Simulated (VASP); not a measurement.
Input of a VASP 6.6.1 run:

The input POSCAR:

```
NaI
1.0
    3.9249772123      0.0000000000      0.0000000000
    0.0000000000      3.9249772123      0.0000000000
    0.0000000000      0.0000000000      4.0405365579
Na I
1 1
Direct
    0.0000000000      0.0000000000      0.0000000000
    0.5000000000      0.5000000000      0.5000000000
```

File INCAR.step1:

```
PREC = Accurate
ENCUT = 520
EDIFF = 1E-5
ISMEAR = 0
SIGMA = 0.01
LREAL = F
LASPH = T
NELM = 60
ALGO = Normal
ISIF = 2
LWAVE = T
LCHARG = F
NBANDS = 14
GGA = PE
```

Contents of INCAR.step2:

```
PREC = Accurate
ENCUT = 520
EDIFF = 1E-6
ISMEAR = 0
SIGMA = 0.01
LREAL = F
LASPH = T
NELM = 60
ALGO = Normal
ISIF = 2
LWAVE = F
LCHARG = F
GGA = PE
LHFCALC = T
HFSCREEN = 0.2079
PRECFOCK = Normal
NBANDS = 14
ISTART = 1
```

KPOINTS

```
regular mesh
0
Gamma
  4 4 4
```

Potentials or basis: VASP PAW PBE potentials, release 64 (Na_pv, I).

Launch:

```bash
$ cat potpaw_PBE.64/Na_pv/POTCAR potpaw_PBE.64/I/POTCAR > POTCAR
$ cp INCAR.step1 INCAR
$ mpirun -np 1 vasp_std > vasp.out
$ cp INCAR.step2 INCAR
$ mpirun -np 1 vasp_std > vasp.out
```

Task: Estimate the band gap on the k mesh.

Result: 3.23 eV (least direct gap 3.44 eV).

Task: Predict the pressure.

Result: 1.4 GPa.

Stress tensor (GPa, compression positive):
```
1.96 0.00 0.00
0.00 1.96 0.00
0.00 0.00 0.27
```

Caveat: the cell differs from its parent crystal (biaxial xy strain -2.9%); the structure was generated, so it needn't be the stable form of NaI; the PAW data sets were made with another functional, which shifts forces and pressure a little; spin-orbit coupling is left out, which moves the levels of the heavy elements. A k mesh can miss the band edges.
